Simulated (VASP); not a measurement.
Crystal: Li.

```
CELL_PARAMETERS angstrom
3.12643 0.00000 0.00000
-1.56321 2.70756 0.00000
0.00000 0.00000 10.21091
ATOMIC_POSITIONS crystal
Li 0.00000 0.00000 0.00000
Li 0.00000 0.00000 0.50000
Li 0.33333 0.66667 0.25000
Li 0.66667 0.33333 0.75000
```

| Property | Result |
| --- | --- |
| Program | VASP 6.6.1 |
| Task | relaxation of cell and atoms |
| Functional | LDA |
| Potentials or basis | VASP PAW LDA potentials, release 64 (Li_sv) |
| Cutoff | 600 eV |
| k mesh | 12 × 12 × 3 |
| Occupations | fermi-dirac, width 0.1 eV |
| Spin | no spin polarisation |

At the start: pressure -1.7 GPa; volume 21.61 Å³/atom.

**Question.** Where does the relaxation end?

**Answer.** Over 4 steps the energy falls by 17.0 meV/atom and the volume is 18.64 Å³/atom (-13.7 %); space group P6_3/mmc (No. 194, to 0.05 Å).

Step by step:
```tsv
step	energy change (eV)	largest force (eV/Å)	pressure (GPa)	volume (Å³)
1	0.0000	0.0000	-1.68	86.44
2	-0.0269	0.0000	-1.38	83.63
3	-0.0641	0.0000	-0.49	77.43
4	-0.0681	0.0000	0.06	74.55
```

Final structure:
```
CELL_PARAMETERS angstrom
2.97767 0.00000 0.00000
-1.48884 2.57874 0.00000
0.00000 0.00000 9.70914
ATOMIC_POSITIONS crystal
Li 0.00000 0.00000 0.00000
Li 0.00000 0.00000 0.50000
Li 0.33333 0.66667 0.25000
Li 0.66667 0.33333 0.75000
```

Caveat: the cutoff is under 1.25 times the usual one of these potentials, so pressure, stress and relaxed cells hold a basis-set (Pulay) error.
